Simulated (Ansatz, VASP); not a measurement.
One calculation of SiO2, two programs

```
CELL_PARAMETERS angstrom
4.13694 0.00000 0.00000
0.00000 4.13694 0.00000
0.00000 0.00000 2.70721
ATOMIC_POSITIONS crystal
Si 0.50000 0.50000 0.50000
Si 0.00000 0.00000 0.00000
O 0.69301 0.69301 0.00000
O 0.19301 0.80699 0.50000
O 0.30699 0.30699 0.00000
O 0.80699 0.19301 0.50000
```

Alike in both runs: task single point; functional PBE; k mesh 6 × 6 × 10; occupations gaussian, width 0.05 eV; no spin polarisation.

```csv
,VASP,Ansatz
version,VASP 6.6.1,Ansatz 0.2.0
potentials or method,"VASP PAW PBE potentials, release 64 (Si, O), cutoff 520 eV","scalar-relativistic, plane waves, PAW"
valence electrons in the cell,32,32
```

VASP gave:

* gap on the k mesh at the Fermi level (eV): 5.63
* least direct gap on the mesh (eV): 5.63
* pressure (GPa): 12.1
* traceless stress, the component that is largest in VASP (GPa): -6.78
* rms of the force components (eV/Å): 0.225

What did Ansatz give for the same quantities?

gap on the k mesh at the Fermi level (eV): 5.64; least direct gap on the mesh (eV): 5.64; pressure (GPa): 11.9; traceless stress, the component that is largest in VASP (GPa): -7.22; rms of the force components (eV/Å): 0.219.

Atom by atom the forces differ by 0.006 eV/Å (rms over components).
